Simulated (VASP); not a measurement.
# Si (Fd-3m) in VASP: G0W0 quasiparticle levels with PBE

Aim: the G0W0 quasiparticle levels of Si with PBE.

Everything below comes from runs of VASP 6.6.1. Logs are shortened: lines on timing, memory, paths and dates and some standing lists are left out, and cuts for length are marked.

### 1 The cell of the first run

It takes space group Fd-3m (No. 227, cubic). Conventional cell: a = 5.444 Å, b = 5.444 Å, c = 5.444 Å, α = 90.00°, β = 90.00°, γ = 90.00°. Si (site symmetry -43m) has 4 Si at 2.36 Å within 3.1 Å.

### 2 G0W0 quasiparticle levels, PBE

The input, POSCAR:

```
Si
1.0
    0.0000000000      2.7221197377      2.7221197377
    2.7221197377      0.0000000000      2.7221197377
    2.7221197377      2.7221197377      0.0000000000
Si
2
Direct
    0.2500000000      0.2500000000      0.2500000000
    0.0000000000      0.0000000000      0.0000000000
```

The input, INCAR.step1:

```
ALGO = Normal
EDIFF = 1E-8
ENCUT = 500
GGA = PE
ISMEAR = 0
LASPH = T
LCHARG = F
LREAL = F
LWAVE = T
NELM = 100
PREC = Accurate
SIGMA = 0.01
```

The input, INCAR.step2:

```
ALGO = Exact
EDIFF = 1E-8
ENCUT = 500
GGA = PE
ISMEAR = 0
ISTART = 1
LASPH = T
LCHARG = F
LOPTICS = T
LREAL = F
LWAVE = T
NBANDS = 124
NELM = 1
PREC = Accurate
SIGMA = 0.01
```

The input, INCAR.step3:

```
ALGO = EVGW0
EDIFF = 1E-8
ENCUT = 500
ENCUTGW = 120.0
GGA = PE
ISMEAR = 0
ISTART = 1
LASPH = T
LCHARG = F
LREAL = F
LWAVE = F
NBANDS = 124
NBANDSGW = 12
NELMGW = 1
NOMEGA = 96
OMEGAMAX = 20
PREC = Accurate
PRECFOCK = Fast
SIGMA = 0.01
```

The input, KPOINTS:

```
k-points
0
Gamma
  4 4 4
```

Potentials or basis: VASP PAW PBE potentials, release 64 (Si_GW).

The run is started by

```sh
$ cat potpaw_PBE.64/Si_GW/POTCAR > POTCAR
$ cp INCAR.step1 INCAR
$ mpirun -np 1 vasp_std > vasp.out
$ cp INCAR.step2 INCAR
$ mpirun -np 1 vasp_std > vasp.out
$ cp INCAR.step3 INCAR
$ mpirun -np 1 vasp_std > vasp.out
```

OUTCAR:

```text
EDIFF = 1E-8
   ENCUT = 500
   ENCUTGW = 120.0
   GGA = PE
   ISMEAR = 0
   ISTART = 1
   LASPH = T
   LREAL = F
   NELMGW = 1
   PREC = Accurate
   PRECFOCK = Fast

 ion  position               nearest neighbor table
   1  0.250  0.250  0.250-   2 2.36   2 2.36   2 2.36   2 2.36
   2  0.000  0.000  0.000-   1 2.36   1 2.36   1 2.36   1 2.36

  LATTYP: Found a face centered cubic cell.
 ALAT       =     5.4442394754

  Lattice vectors:

 A1 = (   0.0000000000,   2.7221197377,   2.7221197377)
 A2 = (   2.7221197377,   0.0000000000,   2.7221197377)
 A3 = (   2.7221197377,   2.7221197377,   0.0000000000)

Analysis of symmetry for initial positions (statically):
=====================================================================
 Subroutine PRICEL returns:
 Original cell was already a primitive cell.

 Routine SETGRP: Setting up the symmetry group for a
 face centered cubic supercell.

 Subroutine GETGRP returns: Found 48 space group operations
 (whereof 24 operations were pure point group operations)
 out of a pool of 48 trial point group operations.

The static configuration has the point symmetry T_d .
 The point group associated with its full space group is O_h .

Analysis of symmetry for dynamics (positions and initial velocities):
=====================================================================
 Subroutine PRICEL returns:
 Original cell was already a primitive cell.

 Routine SETGRP: Setting up the symmetry group for a
 face centered cubic supercell.

 Subroutine GETGRP returns: Found 48 space group operations
 (whereof 24 operations were pure point group operations)
 out of a pool of 48 trial point group operations.

The dynamic configuration has the point symmetry T_d .
 The point group associated with its full space group is O_h .

 Subroutine INISYM returns: Found 48 space group operations
 (whereof 24 operations are pure point group operations),
 and found     1 'primitive' translations

----------------------------------------------------------------------------------------

                                     Primitive cell

  volume of cell :      40.3415

  direct lattice vectors                    reciprocal lattice vectors
     0.000000000  2.722119738  2.722119738    -0.183680384  0.183680384  0.183680384
     2.722119738  0.000000000  2.722119738     0.183680384 -0.183680384  0.183680384
     2.722119738  2.722119738  0.000000000     0.183680384  0.183680384 -0.183680384

  length of vectors
     3.849658651  3.849658651  3.849658651     0.318143758  0.318143758  0.318143758

  position of ions in fractional coordinates (direct lattice)
     0.250000000  0.250000000  0.250000000
     0.000000000  0.000000000  0.000000000

  ion indices of the primitive-cell ions
   primitive index   ion index
                 1           1
                 2           2

----------------------------------------------------------------------------------------

 KPOINTS: k-points

Automatic generation of k-mesh.
 Grid dimensions read from file:
 generate k-points for:    4    4    4

 Generating k-lattice:

  Cartesian coordinates                     Fractional coordinates (reciprocal lattice)
    -0.045920096  0.045920096  0.045920096     0.250000000  0.000000000  0.000000000
     0.045920096 -0.045920096  0.045920096     0.000000000  0.250000000  0.000000000
     0.045920096  0.045920096 -0.045920096     0.000000000  0.000000000  0.250000000

  Length of vectors
     0.079535940  0.079535940  0.079535940

  Shift w.r.t. Gamma in fractional coordinates (k-lattice)
     0.000000000  0.000000000  0.000000000

 Subroutine IBZKPT returns following result:
 ===========================================

 Found      8 irreducible k-points:

 Following reciprocal coordinates:
            Coordinates               Weight
  0.000000  0.000000  0.000000      1.000000
  0.250000  0.000000  0.000000      8.000000
  0.500000  0.000000  0.000000      4.000000
  0.250000  0.250000  0.000000      6.000000
  0.500000  0.250000  0.000000     24.000000
 -0.250000  0.250000  0.000000     12.000000
  0.500000  0.500000  0.000000      3.000000
 -0.250000  0.500000  0.250000      6.000000
   k-points           NKPTS =      8   k-points in BZ     NKDIM =     64   number of bands    NBANDS=    124
   number of dos      NEDOS =    301   number of ions     NIONS =      2
   total plane-waves  NPLWV =  21952
   dimension x,y,z NGX =    28 NGY =   28 NGZ =   28
   dimension x,y,z NGXF=    56 NGYF=   56 NGZF=   56
   ions per type =               2
   NGX,Y,Z   is equivalent  to a cutoff of  12.09, 12.09, 12.09 a.u.
   NGXF,Y,Z  is equivalent  to a cutoff of  24.18, 24.18, 24.18 a.u.
 SYSTEM =  unknown system
   PREC   = accura    normal or accurate (medium, high low for compatibility)
   ISTART =      1    job   : 0-new  1-cont  2-samecut
   ICHARG =      0    charge: 1-file 2-atom 10-const
   ISPIN  =      1    spin polarized calculation?
   LNONCOLLINEAR =      F non collinear calculations
   LSORBIT =      F    spin-orbit coupling
   LASPH  =      T    aspherical Exc in radial PAW
   ENCUT  =  500.0 eV  36.75 Ry    6.06 a.u.   7.02  7.02  7.02*2*pi/ulx,y,z
   NELM   =     60;   NELMIN=  2; NELMDL=  0     # of ELM steps
   EDIFF  = 0.1E-07   stopping-criterion for ELM
   LREAL  =      F    real-space projection
   EDIFFG = 0.1E-06   stopping-criterion for IOM
   NSW    =      0    number of steps for IOM
   IBRION =     -1    ionic relax: 0-MD 1-quasi-New 2-CG
   NFREE  =      0    steps in history (QN), initial steepest desc. (CG)
   ISIF   =      0    stress and relaxation
   ISYM   =      3    0-nonsym 1-usesym 2-fastsym
   POTIM  = 0.5000    time-step for ionic-motion
   TEBEG  =    0.0;   TEEND  =   0.0 temperature during run
   PSTRESS=    0.0 pullay stress
   NELECT =       8.0000    total number of electrons
   NUPDOWN=      -1.0000    fix difference up-down
   EMIN   =  10.00;   EMAX   =-10.00  energy-range for DOS
   EFERMI =   0.00;   METHOD = LEGACY
   ISMEAR =     0;   SIGMA  =   0.01  broadening in eV -4-tet -1-fermi 0-gaus
   EFERMI_NEDOS =   21; number of points for ismear=-14 and -15
   IALGO  =     38    algorithm
   IMIX   =      4    mixing-type and parameters
     AMIX     =   0.40;   BMIX     =  1.00
     AMIX_MAG =   1.60;   BMIX_MAG =  1.00
  volume/ion in A,a.u.               =      20.17       136.12
  Fermi-wavevector in a.u.,A,eV,Ry     =   0.954672  1.804069 12.400336  0.911399
  Thomas-Fermi vector in A             =   2.083440
   LORBIT       =      0    0 simple, 1 ext, 2 COOP (PROOUT), +10 PAW based schemes
   GGA     = PE    functional components
   LHFCALC =     T    Hartree Fock is set to
   PRECFOCK=fast      Normal, Fast or Accurate (Low or Medium for compatibility)
   ENCUT4O =  -1.0   cutoff for four orbital integrals eV
   NKREDX  =     1    reduce k-point grid by
   NKREDY  =     1    reduce k-point grid by
   NKREDZ  =     1    reduce k-point grid by
   AEXX    =    1.0000 exact exchange contribution
   HFSCREEN=    0.0000 screening length (either q_TF or 0.3 A-1)
   HFSCREENC=   0.0000 screening length for correlation (either q_TF or 0.3 A-1)
   ENCUTFOCK=  -1.0 apply spherical cutoff to Coloumb kernel
   IVDW    =     0    specifies the selected vdW correction
   LEPSILON=     F    determine dielectric tensor
   LRPA    =     F    only Hartree local field effects (RPA)
   LRPAFORCE           =     F    calculate RPA forces
   ENCUTGW             = 120.0    cutoff for response function in eV
   ENCUTGWSOFT         =  96.0    soft cutoff for Coulomb kernel in GW response function in eV
   ENCUTLF             =  -1.0    cutoff for local field effects
   NELMGW              =     1    number of iterations in solving QP/BSE equation
   NELMHF              =     1    number of iterations in the inner HF iteration
   NKREDLFX            =     1    NKREDLFY  =   1   NKREDLFZ  =   1
 non-spin polarized calculation
 Gauss-broadening in eV      SIGMA  =   0.01
  energy-cutoff  :      500.00
  volume of cell :       40.34
 maximum number of plane-waves:      1036
  NGX = 16; NGY = 16; NGZ = 16
   NGX = 13   NGY = 13   NGZ = 13
 maximum number of plane-waves:       125
 NGX is ok and might be reduce to    14

 QP shifts <psi_nk| G(iteration)W_0 |psi_nk>: iteration 1
 for sc-GW calculations column KS-energies equals QP-energies in previous step
 and V_xc(KS)=  KS-energies - (<T + V_ion + V_H > + <T+V_H+V_ion>^1  + <V_x>^1)

 k-point   1 :       0.0000    0.0000    0.0000
  band No.  KS-energies  QP-energies   sigma(KS)   V_xc(KS)     V^pw_x(r,r')   Z            occupation Imag(sigma)

      1      -6.4855      -6.8955     -11.0399     -10.4400     -17.4657       0.6835       2.0000       1.1575
      2       5.4338       4.9661     -12.0144     -11.4007     -13.0140       0.7622       2.0000       0.0277
      3       5.4338       4.9661     -12.0144     -11.4007     -13.0140       0.7622       2.0000       0.0277
      4       5.4338       4.9661     -12.0144     -11.4007     -13.0140       0.7622       2.0000       0.0277
      5       7.9750       8.1217      -9.8891     -10.0839      -5.5639       0.7536       0.0000      -0.0689
      6       7.9750       8.1217      -9.8891     -10.0839      -5.5639       0.7536       0.0000      -0.0689
      7       7.9750       8.1217      -9.8891     -10.0839      -5.5639       0.7536       0.0000      -0.0689
      8       8.7111       8.9895     -10.6732     -11.0471      -5.8606       0.7445       0.0000      -0.0863
      9      13.1330      13.3331      -9.7207      -9.9885      -4.1855       0.7473       0.0000      -0.2156
     10      13.1330      13.3331      -9.7207      -9.9885      -4.1855       0.7473       0.0000      -0.2156
     11      13.3599      13.1304      -8.0038      -7.7047      -2.5874       0.7677       0.0000      -0.2809
     12      16.6356      16.4290      -8.5786      -8.3072      -2.2325       0.7615       0.0000      -0.5912

 k-point   2 :       0.2500    0.0000    0.0000
  band No.  KS-energies  QP-energies   sigma(KS)   V_xc(KS)     V^pw_x(r,r')   Z            occupation Imag(sigma)

      1      -5.6907      -6.0990     -11.1458     -10.5217     -17.2073       0.6541       2.0000       1.0056
      2       1.5131       1.0273     -11.3747     -10.7008     -13.7787       0.7208       2.0000       0.1088
      3       4.6751       4.2016     -11.7902     -11.1613     -12.9750       0.7529       2.0000       0.0316
      4       4.6751       4.2016     -11.7902     -11.1613     -12.9750       0.7529       2.0000       0.0316
      5       7.4263       7.5588      -9.9671     -10.1415      -5.6933       0.7602       0.0000      -0.0637
      6       8.9164       9.0616      -9.9269     -10.1200      -5.3246       0.7517       0.0000      -0.0888
      7       8.9164       9.0616      -9.9269     -10.1200      -5.3246       0.7517       0.0000      -0.0888
      8      12.2893      12.4323     -10.4124     -10.6068      -4.8292       0.7355       0.0000      -0.2133
      9      12.6093      12.7110      -9.4559      -9.5929      -3.9912       0.7423       0.0000      -0.2258
     10      12.6093      12.7110      -9.4559      -9.5929      -3.9912       0.7423       0.0000      -0.2258
     11      14.3939      14.1758      -8.1546      -7.8625      -2.4030       0.7466       0.0000      -0.3491
     12      17.2208      17.0958      -8.8413      -8.6702      -2.5935       0.7304       0.0000      -0.5257
[... 68 lines left out ...]
      1      -2.3656      -2.7892     -11.4667     -10.8557     -16.0037       0.6932       2.0000       0.4958
      2      -2.3656      -2.7892     -11.4667     -10.8557     -16.0037       0.6932       2.0000       0.4958
      3       2.5917       2.0549     -11.3788     -10.6457     -13.4143       0.7322       2.0000       0.0640
      4       2.5917       2.0549     -11.3788     -10.6457     -13.4143       0.7322       2.0000       0.0640
      5       6.1416       6.1347      -8.9624      -8.9535      -5.0216       0.7736       0.0000      -0.0551
      6       6.1416       6.1347      -8.9624      -8.9535      -5.0216       0.7736       0.0000      -0.0551
      7      15.4666      15.5958     -10.5799     -10.7603      -3.6989       0.7163       0.0000      -0.5371
      8      15.4666      15.5958     -10.5799     -10.7603      -3.6989       0.7163       0.0000      -0.5371
      9      16.3790      16.4777     -10.3649     -10.4979      -3.9854       0.7429       0.0000      -0.5512
     10      16.3790      16.4777     -10.3649     -10.4979      -3.9854       0.7429       0.0000      -0.5512
     11      17.9066      18.0192      -9.9477     -10.1022      -3.2817       0.7291       0.0000      -0.6993
     12      17.9066      18.0192      -9.9477     -10.1022      -3.2817       0.7291       0.0000      -0.6993

 k-point   8 :      -0.2500    0.5000    0.2500
  band No.  KS-energies  QP-energies   sigma(KS)   V_xc(KS)     V^pw_x(r,r')   Z            occupation Imag(sigma)

      1      -2.2043      -2.6175     -11.5833     -10.9796     -16.0619       0.6845       2.0000       0.4729
      2      -2.2043      -2.6175     -11.5833     -10.9796     -16.0619       0.6845       2.0000       0.4729
      3       1.5999       1.0611     -10.7405     -10.0058     -12.9020       0.7334       2.0000       0.0931
      4       1.5999       1.0611     -10.7405     -10.0058     -12.9020       0.7334       2.0000       0.0931
      5       9.6948       9.7037      -9.5524      -9.5642      -4.8825       0.7547       0.0000      -0.1013
      6       9.6948       9.7037      -9.5524      -9.5642      -4.8825       0.7547       0.0000      -0.1013
      7      10.3947      10.5518      -9.8956     -10.1064      -4.6787       0.7453       0.0000      -0.1468
      8      10.3947      10.5518      -9.8956     -10.1064      -4.6787       0.7453       0.0000      -0.1468
      9      15.9580      16.0786     -10.5248     -10.6908      -3.8805       0.7266       0.0000      -0.5411
     10      15.9580      16.0786     -10.5248     -10.6908      -3.8805       0.7266       0.0000      -0.5411
     11      18.3977      18.5234     -10.2538     -10.4240      -3.3861       0.7384       0.0000      -0.7347
     12      18.3977      18.5234     -10.2538     -10.4240      -3.3861       0.7384       0.0000      -0.7347
```

Run time: 52 s. Hardware: 1 thread of Intel Xeon 6975P-C (Granite Rapids), shared host; peak memory 0.35 GiB.

What came out:

| Item | Value |
| --- | --- |
| Quasiparticle gap | 1.17 eV |
| Least direct quasiparticle gap | 3.16 eV |
| Band gap of the starting levels on the mesh | 0.71 eV |
| Least direct gap of the starting levels on the mesh | 2.54 eV |

Caveat: the k points lie up to 0.50 Å⁻¹ apart; bands, screening cutoff and mesh are small and nothing is extrapolated, so the quasiparticle values aren't converged.
